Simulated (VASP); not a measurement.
La3Si2F:

```xyz
6
Lattice="5.9145 0.0000 0.0000 -2.9572 5.1221 0.0000 0.0000 0.0000 4.5708" Properties=species:S:1:pos:R:3 pbc="T T T"
La    2.9572    0.0000    2.2854
La    1.4786    2.5610    2.2854
La   -1.4786    2.5610    2.2854
Si    0.0000    3.4147    0.0000
Si    2.9572    1.7074    0.0000
F     0.0000    0.0000    0.0000
```

The cell was built from a structure type or drawn by symmetry, and may not be a known phase.

* Program: VASP 6.6.1
* Task: relaxation of cell and atoms
* Functional: PBE
* Potentials or basis: VASP PAW PBE potentials, release 64 (La, Si, F)
* Cutoff: 600 eV
* k mesh: 3 × 3 × 4
* Occupations: gaussian, width 0.1 eV
* Spin: no spin polarisation

At the start: pressure 16.0 GPa; volume 23.08 Å³/atom.

Task: How do energy, volume and symmetry change on relaxing?

Result: Over 7 steps the energy falls by 776.2 meV/atom and the volume is 34.55 Å³/atom (+49.7 %); space group P6/mmm (No. 191, to 0.1 Å) before and after.

Step by step:
| step | energy change (eV) | largest force (eV/Å) | pressure (GPa) | volume (Å³) |
| --- | --- | --- | --- | --- |
| 1 | 0.0000 | 0.0000 | 16.04 | 138.47 |
| 2 | -2.0031 | 0.0000 | -1.11 | 190.06 |
| 3 | -2.0050 | 0.0000 | -0.81 | 188.22 |
| 4 | -3.1842 | 0.0000 | -0.46 | 196.32 |
| 5 | -4.3107 | 0.0000 | -0.26 | 209.93 |
| 6 | -4.6568 | 0.0000 | 0.06 | 207.50 |
| 7 | -4.6571 | 0.0000 | 0.06 | 207.28 |

Final structure:
```cif
data_structure
_symmetry_space_group_name_H-M 'P 1'
_symmetry_Int_Tables_number 1
_cell_length_a 7.6987
_cell_length_b 7.6987
_cell_length_c 4.0382
_cell_angle_alpha 90.000
_cell_angle_beta 90.000
_cell_angle_gamma 120.000
_cell_volume 207.28
loop_
_atom_site_label
_atom_site_type_symbol
_atom_site_fract_x
_atom_site_fract_y
_atom_site_fract_z
_atom_site_occupancy
La1 La 0.50000 0.00000 0.50000 1
La2 La 0.50000 0.50000 0.50000 1
La3 La 0.00000 0.50000 0.50000 1
Si1 Si 0.33333 0.66667 0.00000 1
Si2 Si 0.66667 0.33333 0.00000 1
F1 F 0.00000 0.00000 0.00000 1
```

Caveat: the k points lie up to 0.39 Å⁻¹ apart in the final cell; the volume moved by over 15 % at a fixed basis, so the end points are rough.
